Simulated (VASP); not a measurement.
# CuSi16 (a cell with a defect) in VASP: notebook

CuSi16 (a cell with a defect) is run at these levels: PBE+D3(BJ); tasks: single point.

Program: VASP 6.6.1. These are calculated values, not measurements. Logs are shortened: lines on timing, memory, paths and dates and some standing lists are left out, and cuts for length are marked.

### Step 1. The cell of the first run

The cell holds a defect, 17 atoms: a = 7.679 Å, b = 7.679 Å, c = 7.679 Å, α = 60.00°, β = 60.00°, γ = 60.00°.

### Step 2. Single point, PBE+D3(BJ)

INCAR

```
SYSTEM = CuSi16
PREC = Accurate ; ENCUT = 520
EDIFF = 1E-7 ; ISMEAR = 0
SIGMA = 0.02 ; LREAL = Auto
LASPH = .TRUE. ; NELM = 60
ALGO = Normal ; ISIF = 2
LWAVE = .FALSE. ; LCHARG = .FALSE.
GGA = PE ; IVDW = 12
NBANDS = 52 ; NELECT = 74.0
```

KPOINTS

```
Automatic mesh
0
G
  2 2 2
  0 0 0
```

POSCAR

```
CuSi16
1.0
    0.0000000000      5.4300000000      5.4300000000
    5.4300000000      0.0000000000      5.4300000000
    5.4300000000      5.4300000000      0.0000000000
Si Cu
16 1
Direct
   -0.0335044638      0.0058869029      0.0060660771
    0.1222101361      0.1136086348      0.1140986157
    0.0092515693     -0.0116597881      0.4979320788
    0.1287835885      0.1187067762      0.6383362189
    0.0090968083      0.4975806566     -0.0113755848
    0.1286223148      0.6382153784      0.1190230045
    0.0120296282      0.5013182586      0.5016747824
    0.1545065358      0.6172022183      0.6175058922
    0.4964171590     -0.0033350111     -0.0028286601
    0.5947803332      0.1360520726      0.1367057602
    0.5025050001     -0.0052780026      0.5101328005
    0.6372455482      0.1195572610      0.6248352152
    0.5024105125      0.5095121565     -0.0045897977
    0.6370730806      0.6242926345      0.1202713392
    0.5256792842      0.4920239739      0.4927452988
    0.6394093041      0.6222121660      0.6228924010
    0.1687231610      0.2735576113      0.2734916581
```

Potentials or basis: VASP PAW PBE potentials, release 64 (Si, Cu).

On the command line:

```console
$ cat potpaw_PBE.64/Si/POTCAR potpaw_PBE.64/Cu/POTCAR > POTCAR
$ mpirun -np 1 vasp_std > vasp.out
```

OUTCAR:

```text
SYSTEM = CuSi16
   PREC = Accurate
   ENCUT = 520
   EDIFF = 1E-7
   ISMEAR = 0
   LREAL = Auto
   LASPH = .TRUE.
   NELM = 60
   ISIF = 2
   GGA = PE
   IVDW = 12
   NELECT = 74.0
 IVDW          = 12

 ion  position               nearest neighbor table
   1  0.966  0.006  0.006-   6 2.32   4 2.32  10 2.33   2 2.34
   2  0.122  0.114  0.114-   1 2.34  17 2.35   9 2.35   3 2.41   5 2.41
   3  0.009  0.988  0.498-   8 2.33  12 2.33   2 2.41   4 2.45  17 2.46
   4  0.129  0.119  0.638-   1 2.32  11 2.34  17 2.35   7 2.40   3 2.45
   5  0.009  0.498  0.989-   8 2.33  14 2.33   2 2.41   6 2.45  17 2.46
   6  0.129  0.638  0.119-   1 2.32  13 2.34  17 2.35   7 2.40   5 2.45
   7  0.012  0.501  0.502-  16 2.34   8 2.35   4 2.40   6 2.40  17 2.54
   8  0.155  0.617  0.618-  15 2.33   5 2.33   3 2.33   7 2.35
   9  0.496  0.997  0.997-  12 2.34  14 2.34   2 2.35  10 2.37
  10  0.595  0.136  0.137-   1 2.33  11 2.35  13 2.35   9 2.37  17 2.67
  11  0.503  0.995  0.510-  16 2.34   4 2.34  12 2.35  10 2.35
  12  0.637  0.120  0.625-   3 2.33  15 2.34   9 2.34  11 2.35
  13  0.502  0.510  0.995-  16 2.34   6 2.34  14 2.35  10 2.35
  14  0.637  0.624  0.120-   5 2.33  15 2.34   9 2.34  13 2.35
  15  0.526  0.492  0.493-   8 2.33  12 2.34  14 2.34  16 2.35
  16  0.639  0.622  0.623-   7 2.34  11 2.34  13 2.34  15 2.35
  17  0.169  0.274  0.273-   2 2.35   6 2.35   4 2.35   5 2.46   3 2.46   7 2.54  10 2.67

  LATTYP: Found a face centered cubic cell.
 ALAT       =    10.8600000000

  Lattice vectors:

 A1 = (   0.0000000000,   5.4300000000,   5.4300000000)
 A2 = (   5.4300000000,   0.0000000000,   5.4300000000)
 A3 = (   5.4300000000,   5.4300000000,   0.0000000000)

Analysis of symmetry for initial positions (statically):
=====================================================================
 Subroutine PRICEL returns:
 Original cell was already a primitive cell.

 Routine SETGRP: Setting up the symmetry group for a
 face centered cubic supercell.

 Subroutine GETGRP returns: Found  1 space group operations
 (whereof  1 operations were pure point group operations)
 out of a pool of 48 trial point group operations.

The static configuration has the point symmetry C_1 .

Analysis of symmetry for dynamics (positions and initial velocities):
=====================================================================
 Subroutine PRICEL returns:
 Original cell was already a primitive cell.

 Routine SETGRP: Setting up the symmetry group for a
 face centered cubic supercell.

 Subroutine GETGRP returns: Found  1 space group operations
 (whereof  1 operations were pure point group operations)
 out of a pool of 48 trial point group operations.

The dynamic configuration has the point symmetry C_1 .

 Subroutine INISYM returns: Found  1 space group operations
 (whereof  1 operations are pure point group operations),
 and found     1 'primitive' translations

----------------------------------------------------------------------------------------

                                     Primitive cell

  volume of cell :     320.2060

  direct lattice vectors                    reciprocal lattice vectors
     0.000000000  5.430000000  5.430000000    -0.092081031  0.092081031  0.092081031
     5.430000000  0.000000000  5.430000000     0.092081031 -0.092081031  0.092081031
     5.430000000  5.430000000  0.000000000     0.092081031  0.092081031 -0.092081031

  length of vectors
     7.679179644  7.679179644  7.679179644     0.159489025  0.159489025  0.159489025

  position of ions in fractional coordinates (direct lattice)
     0.966495536  0.005886903  0.006066077
     0.122210136  0.113608635  0.114098616
     0.009251569  0.988340212  0.497932079
     0.128783588  0.118706776  0.638336219
     0.009096808  0.497580657  0.988624415
     0.128622315  0.638215378  0.119023005
[... 9 lines left out ...]
     0.639409304  0.622212166  0.622892401
     0.168723161  0.273557611  0.273491658

  ion indices of the primitive-cell ions
   primitive index   ion index
                 1           1
                 2           2
                 3           3
                 4           4
                 5           5
                 6           6
[... 9 lines left out ...]
                16          16
                17          17

----------------------------------------------------------------------------------------

 KPOINTS: Automatic mesh

Automatic generation of k-mesh.
 Grid dimensions read from file:
 generate k-points for:    2    2    2

 Generating k-lattice:

  Cartesian coordinates                     Fractional coordinates (reciprocal lattice)
    -0.046040516  0.046040516  0.046040516     0.500000000  0.000000000  0.000000000
     0.046040516 -0.046040516  0.046040516     0.000000000  0.500000000  0.000000000
     0.046040516  0.046040516 -0.046040516     0.000000000  0.000000000  0.500000000

  Length of vectors
     0.079744512  0.079744512  0.079744512

  Shift w.r.t. Gamma in fractional coordinates (k-lattice)
     0.000000000  0.000000000  0.000000000

 Subroutine IBZKPT returns following result:
 ===========================================

 Found      8 irreducible k-points:

 Following reciprocal coordinates:
            Coordinates               Weight
  0.000000  0.000000  0.000000      1.000000
  0.500000  0.000000  0.000000      1.000000
  0.000000  0.500000  0.000000      1.000000
  0.000000  0.000000  0.500000      1.000000
  0.500000  0.500000  0.500000      1.000000
  0.500000  0.500000  0.000000      1.000000
  0.000000  0.500000  0.500000      1.000000
  0.500000  0.000000  0.500000      1.000000
   k-points           NKPTS =      8   k-points in BZ     NKDIM =      8   number of bands    NBANDS=     52
   number of dos      NEDOS =    301   number of ions     NIONS =     17
   total plane-waves  NPLWV = 216000
   dimension x,y,z NGX =    60 NGY =   60 NGZ =   60
   dimension x,y,z NGXF=   120 NGYF=  120 NGZF=  120
   ions per type =              16   1
   NGX,Y,Z   is equivalent  to a cutoff of  12.99, 12.99, 12.99 a.u.
   NGXF,Y,Z  is equivalent  to a cutoff of  25.98, 25.98, 25.98 a.u.
 SYSTEM =  CuSi16
   PREC   = accura    normal or accurate (medium, high low for compatibility)
   ISTART =      0    job   : 0-new  1-cont  2-samecut
   ICHARG =      2    charge: 1-file 2-atom 10-const
   ISPIN  =      1    spin polarized calculation?
   LNONCOLLINEAR =      F non collinear calculations
   LSORBIT =      F    spin-orbit coupling
   LASPH  =      T    aspherical Exc in radial PAW
   ENCUT  =  520.0 eV  38.22 Ry    6.18 a.u.  14.28 14.28 14.28*2*pi/ulx,y,z
   NELM   =     60;   NELMIN=  2; NELMDL= -5     # of ELM steps
   EDIFF  = 0.1E-06   stopping-criterion for ELM
   LREAL  =      T    real-space projection
   EDIFFG = 0.1E-05   stopping-criterion for IOM
   NSW    =      0    number of steps for IOM
   IBRION =     -1    ionic relax: 0-MD 1-quasi-New 2-CG
   NFREE  =      0    steps in history (QN), initial steepest desc. (CG)
   ISIF   =      2    stress and relaxation
   ISYM   =      2    0-nonsym 1-usesym 2-fastsym
   POTIM  = 0.5000    time-step for ionic-motion
   TEBEG  =    0.0;   TEEND  =   0.0 temperature during run
   PSTRESS=    0.0 pullay stress
   NELECT =      74.0000    total number of electrons
   NUPDOWN=      -1.0000    fix difference up-down
   EMIN   =  10.00;   EMAX   =-10.00  energy-range for DOS
   EFERMI =   0.00;   METHOD = LEGACY
   ISMEAR =     0;   SIGMA  =   0.02  broadening in eV -4-tet -1-fermi 0-gaus
   EFERMI_NEDOS =   21; number of points for ismear=-14 and -15
   IALGO  =     38    algorithm
   IMIX   =      4    mixing-type and parameters
     AMIX     =   0.40;   BMIX     =  1.00
     AMIX_MAG =   1.60;   BMIX_MAG =  1.00
  volume/ion in A,a.u.               =      18.84       127.11
  Fermi-wavevector in a.u.,A,eV,Ry     =   1.004636  1.898488 13.732283  1.009294
  Thomas-Fermi vector in A             =   2.137265
   LORBIT       =      0    0 simple, 1 ext, 2 COOP (PROOUT), +10 PAW based schemes
   GGA     = PE    functional components
   LHFCALC =     F    Hartree Fock is set to
   AEXX    =    0.0000 exact exchange contribution
   IVDW    =    12    specifies the selected vdW correction
   LEPSILON=     F    determine dielectric tensor
   LRPA    =     F    only Hartree local field effects (RPA)
 non-spin polarized calculation
 Gauss-broadening in eV      SIGMA  =   0.02
  energy-cutoff  :      520.00
  volume of cell :      320.21
 maximum number of plane-waves:      8646
 NGX is ok and might be reduce to    60
   NGX = 29   NGY = 29   NGZ = 29

 number of electron      73.9999999 magnetization

 Free energy of the ion-electron system (eV)
  ---------------------------------------------------
  ext. energy  EPLUGINS =         0.00000000
  ---------------------------------------------------
  free energy    TOTEN  =       -94.22217216 eV

  energy without entropy =      -94.22217216  energy(sigma->0) =      -94.22217216

 E-fermi :   6.4069     XC(G=0):  -9.6102

 val. band max:        6.3259311281   @ k =   0.0000   0.0000   0.0000
 cond. band min:       6.4877569438   @ k =   0.0000   0.0000   0.0000
 fundamental gap:      0.1618258157
 Fermi energy:         6.4069331606

 k-point     1 :       0.0000    0.0000    0.0000
  band No.  band energies     occupation
      1      -5.8940      2.00000
      2      -3.5300      2.00000
      3      -3.5149      2.00000
      4      -3.4851      2.00000
      5      -3.4658      2.00000
      6      -2.0070      2.00000
[... 41 lines left out ...]
     48       8.4633      0.00000
     49       8.5751      0.00000

 k-point     2 :       0.5000    0.0000    0.0000
  band No.  band energies     occupation
      1      -5.2562      2.00000
      2      -4.8995      2.00000
      3      -3.2416      2.00000
      4      -3.2277      2.00000
      5      -3.1960      2.00000
      6      -3.0656      2.00000
[... 41 lines left out ...]
     48       9.8109      0.00000
     49       9.8462      0.00000

 k-point     3 :       0.0000    0.5000    0.0000
  band No.  band energies     occupation
      1      -5.1971      2.00000
      2      -4.9636      2.00000
      3      -3.3045      2.00000
      4      -3.2502      2.00000
      5      -3.1498      2.00000
      6      -3.0383      2.00000
[... 41 lines left out ...]
     48       9.8355      0.00000
     49       9.9671      0.00000

 k-point     4 :       0.0000    0.0000    0.5000
  band No.  band energies     occupation
      1      -5.1968      2.00000
      2      -4.9640      2.00000
      3      -3.3046      2.00000
      4      -3.2505      2.00000
      5      -3.1494      2.00000
      6      -3.0377      2.00000
[... 41 lines left out ...]
     48       9.8358      0.00000
     49       9.9673      0.00000

 k-point     5 :       0.5000    0.5000    0.5000
  band No.  band energies     occupation
      1      -5.1895      2.00000
      2      -4.9795      2.00000
      3      -3.3109      2.00000
      4      -3.2172      2.00000
      5      -3.1456      2.00000
      6      -3.0350      2.00000
[... 41 lines left out ...]
     48       9.8156      0.00000
     49       9.9043      0.00000

 k-point     6 :       0.5000    0.5000    0.0000
  band No.  band energies     occupation
      1      -4.9324      2.00000
      2      -4.7140      2.00000
      3      -3.8833      2.00000
      4      -3.7739      2.00000
      5      -3.7445      2.00000
      6      -3.7368      2.00000
[... 41 lines left out ...]
     48      10.4699      0.00000
     49      10.4853      0.00000

 k-point     7 :       0.0000    0.5000    0.5000
  band No.  band energies     occupation
      1      -4.9267      2.00000
      2      -4.7215      2.00000
      3      -3.8830      2.00000
      4      -3.7622      2.00000
      5      -3.7599      2.00000
      6      -3.7299      2.00000
[... 41 lines left out ...]
     48      10.4731      0.00000
     49      10.4878      0.00000

 k-point     8 :       0.5000    0.0000    0.5000
  band No.  band energies     occupation
      1      -4.9327      2.00000
      2      -4.7136      2.00000
      3      -3.8828      2.00000
      4      -3.7740      2.00000
      5      -3.7447      2.00000
      6      -3.7371      2.00000
[... 41 lines left out ...]
     48      10.4695      0.00000
     49      10.4854      0.00000
 [bands above 49 left out]

------------------------ aborting loop because EDIFF is reached ----------------------------------------

 Edisp (eV)   -5.67129

 E8    (eV) :    -2.3523

  FORCE on cell =-STRESS in cart. coord.  units (eV):
  Direction    XX          YY          ZZ          XY          YZ          ZX
  --------------------------------------------------------------------------------------
  -------------------------------------------------------------------------------------
  Total      -7.86301    -7.23352    -7.24220    -0.11316    -0.74064    -0.09950
  in kB     -39.34321   -36.19351   -36.23697    -0.56619    -3.70587    -0.49784
  external pressure =      -37.26 kB  Pullay stress =        0.00 kB

 VOLUME and BASIS-vectors are now :
 -----------------------------------------------------------------------------
  energy-cutoff  :      520.00
  volume of cell :      320.21
      direct lattice vectors                 reciprocal lattice vectors
     0.000000000  5.430000000  5.430000000    -0.092081031  0.092081031  0.092081031
     5.430000000  0.000000000  5.430000000     0.092081031 -0.092081031  0.092081031
     5.430000000  5.430000000  0.000000000     0.092081031  0.092081031 -0.092081031

 POSITION                                       TOTAL-FORCE (eV/Angst)
 -----------------------------------------------------------------------------------
      0.06490      5.28101      5.28004        -0.001772      0.015042      0.016886
      1.23645      1.28316      1.28050         0.001464     -0.016454     -0.009557
      8.07046      2.75401      5.41692        -0.001000      0.007113     -0.004376
      4.11074      4.16546      1.34387         0.003006     -0.020159     -0.011535
      8.07009      5.41763      2.75126         0.004483     -0.000345      0.007608
      4.11180      1.34471      4.16393        -0.002923     -0.010041     -0.023281
[... 9 lines left out ...]
      6.76092      6.85430      6.85060        -0.013338     -0.002726     -0.003755
      2.97048      2.40123      2.40158         0.013320      0.019197      0.013855
 -----------------------------------------------------------------------------------
    total drift:                               -0.000337     -0.005272     -0.004116

  FREE ENERGIE OF THE ION-ELECTRON SYSTEM (eV)
  ---------------------------------------------------
  free  energy   TOTEN  =       -99.8934597030 eV

  energy  without entropy=      -99.8934597028  energy(sigma->0) =      -99.89345970
```

Run time: 4.3 min. Hardware: 1 thread of AMD EPYC 9R45 (Zen 5), shared host; peak memory 0.46 GiB.

What came out:

```yaml
Free_energy: -99.8935 eV
Largest_force: 0.027 eV/Å
Dispersion_energy_per_atom: -0.334 eV
```

Forces in eV/Å, atoms in the order of the input:
```
Si  -0.002  0.015  0.017
Si   0.001 -0.016 -0.010
Si  -0.001  0.007 -0.004
Si   0.003 -0.020 -0.012
Si   0.004  0.000  0.008
Si  -0.003 -0.010 -0.023
Si   0.012  0.003  0.007
Si   0.001 -0.003 -0.007
Si   0.007  0.012  0.006
Si  -0.020  0.001  0.003
Si   0.003  0.003  0.002
Si  -0.009 -0.004  0.001
Si   0.008  0.000  0.004
Si  -0.013  0.001 -0.002
Si   0.007 -0.004  0.000
Si  -0.013 -0.003 -0.004
Cu   0.013  0.019  0.014
```

Levels at points of the mesh, in eV from the Fermi level:
```tsv
k point	band 33	band 34	band 35	band 36	band 37	band 38	band 39	band 40	band 41	band 42
(0.00, 0.00, 0.00)	-1.08	-1.02	-0.64	-0.20	-0.08	0.08	0.38	0.58	0.61	0.68
(0.50, 0.00, 0.00)	-2.16	-0.92	-0.89	-0.66	-0.51	0.52	1.00	1.33	1.37	1.56
(0.00, 0.50, 0.00)	-2.02	-0.95	-0.91	-0.85	-0.75	0.55	1.11	1.24	1.30	1.43
(0.00, 0.00, 0.50)	-2.02	-0.95	-0.91	-0.85	-0.75	0.55	1.11	1.24	1.30	1.43
(0.50, 0.50, 0.50)	-2.04	-0.95	-0.89	-0.88	-0.81	0.49	1.15	1.23	1.31	1.41
(0.50, 0.50, 0.00)	-1.83	-1.54	-1.47	-1.44	-1.09	0.65	0.98	1.93	2.05	2.17
(0.00, 0.50, 0.50)	-1.87	-1.51	-1.51	-1.42	-1.13	0.67	0.97	1.94	2.04	2.17
(0.50, 0.00, 0.50)	-1.83	-1.54	-1.47	-1.44	-1.09	0.65	0.98	1.93	2.05	2.17
```

Caveat: the k points lie up to 0.50 Å⁻¹ apart; the cell carries a net charge on a neutralising background, which shifts energy and pressure; the cell is charged against a uniform background, so pressure and absolute levels hang on convention.

[end of part 1 of 2]
